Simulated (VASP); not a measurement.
# Sb (P6/mmm) in VASP: a series of runs, part 2 of 2

VASP 6.6.1. The steps go on from the part before.

**3. Density of states, PBE**

This run uses another cell than the first one, of 27.62 Å³/atom, 2.000 times its volume.

POSCAR

```
Sb
1.0
    5.4563442636      0.0000000000      0.0000000000
   -2.7281721318      4.7253327441      0.0000000000
    0.0000000000      0.0000000000      3.2141903864
Sb
3
Direct
    0.0000000000      0.0000000000      0.0000000000
    0.3333333333      0.6666666667      0.5000000000
    0.6666666667      0.3333333333      0.5000000000
```

INCAR.step1

```
SYSTEM = Sb
PREC = Accurate ; ENCUT = 520
EDIFF = 1E-7 ; ISMEAR = -1
SIGMA = 0.1 ; LREAL = .FALSE.
LASPH = .TRUE. ; NELM = 100
ALGO = Normal ; ISIF = 2
LWAVE = .FALSE. ; LCHARG = .TRUE.
GGA = PE ; NBANDS = 14
```

KPOINTS.step1

```
regular mesh
0
G
  7 7 9
  0 0 0
```

INCAR.step2

```
SYSTEM = Sb
PREC = Accurate ; ENCUT = 520
EDIFF = 1E-7 ; ISMEAR = -5
SIGMA = 0.1 ; LREAL = .FALSE.
LASPH = .TRUE. ; NELM = 100
ALGO = Normal ; ISIF = 2
LWAVE = .FALSE. ; LCHARG = .FALSE.
GGA = PE ; LORBIT = 10
NBANDS = 14 ; NEDOS = 1001
ICHARG = 11
```

KPOINTS.step2

```
regular mesh
0
G
  11 11 14
  0 0 0
```

Potentials or basis: VASP PAW PBE potentials, release 64 (Sb).

On the command line:

```bash
cat potpaw_PBE.64/Sb/POTCAR > POTCAR
cp INCAR.step1 INCAR
cp KPOINTS.step1 KPOINTS
mpirun -np 1 vasp_std > vasp.out
cp INCAR.step2 INCAR
cp KPOINTS.step2 KPOINTS
mpirun -np 1 vasp_std > vasp.out
```

OUTCAR:

```text
SYSTEM = Sb
   PREC = Accurate
   ENCUT = 520
   EDIFF = 1E-7
   ISMEAR = -5
   LREAL = .FALSE.
   LASPH = .TRUE.
   NELM = 100
   ISIF = 2
   GGA = PE
   LORBIT = 10
   ICHARG = 11

 ion  position               nearest neighbor table
   1  0.000  0.000  0.000-   2 3.54   3 3.54   2 3.54   3 3.54   3 3.54   3 3.54   2 3.54   2 3.54
                             3 3.54   3 3.54   2 3.54   2 3.54
   2  0.333  0.667  0.500-   3 3.15   3 3.15   3 3.15   1 3.54   1 3.54   1 3.54   1 3.54   1 3.54
                             1 3.54
   3  0.667  0.333  0.500-   2 3.15   2 3.15   2 3.15   1 3.54   1 3.54   1 3.54   1 3.54   1 3.54
                             1 3.54

  LATTYP: Found a hexagonal cell.
 ALAT       =     5.4563442636
 C/A-ratio  =     0.5890739717

  Lattice vectors:

 A1 = (   5.4563442636,   0.0000000000,   0.0000000000)
 A2 = (  -2.7281721318,   4.7253327441,   0.0000000000)
 A3 = (   0.0000000000,   0.0000000000,   3.2141903864)

Analysis of symmetry for initial positions (statically):
=====================================================================
 Subroutine PRICEL returns:
 Original cell was already a primitive cell.

 Routine SETGRP: Setting up the symmetry group for a
 hexagonal supercell.

[... 571 lines left out ...]
      2      -0.9206      2.00000
      3      -0.6127      2.00000
      4       3.4457      2.00000
      5       4.1879      2.00000
      6       6.6942      2.00000
      7       7.0818      2.10754
      8       9.5608     -0.03702
      9      10.6966      0.00000
     10      12.2099      0.00000
     11      12.5795      0.00000
     12      12.7373      0.00000
     13      15.1182      0.00000
     14      16.7813      0.00000

 [... further k-points ...]
[... 5 lines left out ...]
  --------------------------------------------------------------------------------------
  -------------------------------------------------------------------------------------
  Total        0.0265255      0.0265255     -0.3018925      0.0000000     -0.0000000      0.0000000
  in kB        0.5128237      0.5128237     -5.8365632      0.0000000     -0.0000000      0.0000000
  external PRESSURE =      -1.6036386 kB  Pullay stress =       0.0000000 kB

 VOLUME and BASIS-vectors are now :
 -----------------------------------------------------------------------------
  energy-cutoff  :      520.00
  volume of cell :       82.87
      direct lattice vectors                 reciprocal lattice vectors
     5.456344264  0.000000000  0.000000000     0.183272893  0.105812654  0.000000000
    -2.728172132  4.725332744  0.000000000     0.000000000  0.211625309  0.000000000
     0.000000000  0.000000000  3.214190386     0.000000000  0.000000000  0.311120338

 POSITION                                       TOTAL-FORCE (eV/Angst)
 -----------------------------------------------------------------------------------
      0.00000      0.00000      0.00000         0.000000      0.000000     -0.000000
     -0.00000      3.15022      1.60710        -0.000000     -0.000000     -0.000000
      2.72817      1.57511      1.60710         0.000000      0.000000      0.000000
 -----------------------------------------------------------------------------------
    total drift:                               -0.000000      0.000000     -0.000000

  FREE ENERGIE OF THE ION-ELECTRON SYSTEM (eV)
  ---------------------------------------------------
  free  energy   TOTEN  =       -11.6716707283 eV

  energy  without entropy=      -11.6716707283  energy(sigma->0) =      -11.67167073

 total charge

# of ion       s       p       d       tot
------------------------------------------
    1        1.248   1.051   0.031   2.331
    2        1.248   1.044   0.039   2.332
    3        1.248   1.044   0.039   2.332
--------------------------------------------------
tot          3.744   3.140   0.110   6.994
```

OUTCAR.step1:

```text
SYSTEM = Sb
   PREC = Accurate
   ENCUT = 520
   EDIFF = 1E-7
   ISMEAR = -1
   LREAL = .FALSE.
   LASPH = .TRUE.
[... 636 lines left out ...]
      0.00000      0.00000      0.00000         0.000000      0.000000      0.000000
     -0.00000      3.15022      1.60710        -0.000000      0.000000     -0.000000
      2.72817      1.57511      1.60710         0.000000      0.000000      0.000000
 -----------------------------------------------------------------------------------
    total drift:                               -0.000000      0.000000     -0.000000

  FREE ENERGIE OF THE ION-ELECTRON SYSTEM (eV)
  ---------------------------------------------------
  free  energy   TOTEN  =       -11.7126649941 eV

  energy  without entropy=      -11.6463997077  energy(sigma->0) =      -11.67953235
```

OSZICAR.step1:

```text
N       E                     dE             d eps       ncg     rms          rms(c)
DAV:   1     0.538470122691E+02    0.53847E+02   -0.48286E+03  1120   0.803E+02
DAV:   2    -0.855191570814E+01   -0.62399E+02   -0.58569E+02  1480   0.136E+02
DAV:   3    -0.116955113938E+02   -0.31436E+01   -0.30748E+01  1324   0.330E+01
DAV:   4    -0.117218264813E+02   -0.26315E-01   -0.26304E-01  1306   0.372E+00
DAV:   5    -0.117221103093E+02   -0.28383E-03   -0.28383E-03  1384   0.432E-01    0.296E+00
DAV:   6    -0.117157173205E+02    0.63930E-02   -0.55002E-03  1312   0.409E-01    0.168E+00
DAV:   7    -0.117125764056E+02    0.31409E-02   -0.10876E-02  1246   0.575E-01    0.768E-02
DAV:   8    -0.117126626717E+02   -0.86266E-04   -0.23922E-04  1444   0.106E-01    0.223E-02
DAV:   9    -0.117126668947E+02   -0.42230E-05   -0.74421E-06  1342   0.204E-02    0.380E-03
DAV:  10    -0.117126659461E+02    0.94861E-06   -0.53190E-07  1450   0.401E-03    0.235E-03
DAV:  11    -0.117126652053E+02    0.74076E-06   -0.32285E-08   830   0.123E-03    0.576E-04
DAV:  12    -0.117126650446E+02    0.16077E-06   -0.85826E-09   770   0.632E-04    0.322E-04
DAV:  13    -0.117126649941E+02    0.50425E-07   -0.13911E-09   740   0.278E-04
   1 F= -.11712665E+02 E0= -.11679532E+02  d E =-.662653E-01
```

It took 85 s on 1 thread of Intel Xeon Platinum 8259CL at 2.50GHz (Skylake/Cascade Lake), shared host; peak memory 0.26 GiB.

What came out:

| Property | Result |
| --- | --- |
| Valence electrons inside the program's atomic spheres | Sb 2.33 |

Levels at points of the mesh, in eV from the Fermi level:
```tsv
k point	band 5	band 6	band 7	band 8	band 9	band 10	band 11	band 12
(0.00, 0.00, 0.00)	-3.84	-3.59	-3.59	1.89	5.15	5.15	5.77	5.78
(0.00, 0.00, 0.50)	-2.78	-2.06	-1.98	-1.98	-0.44	-0.44	0.59	0.59
```

Caveat: spin-orbit coupling is left out, which moves the levels of the heavy elements; tetrahedron occupations give inexact forces and stress in metals.
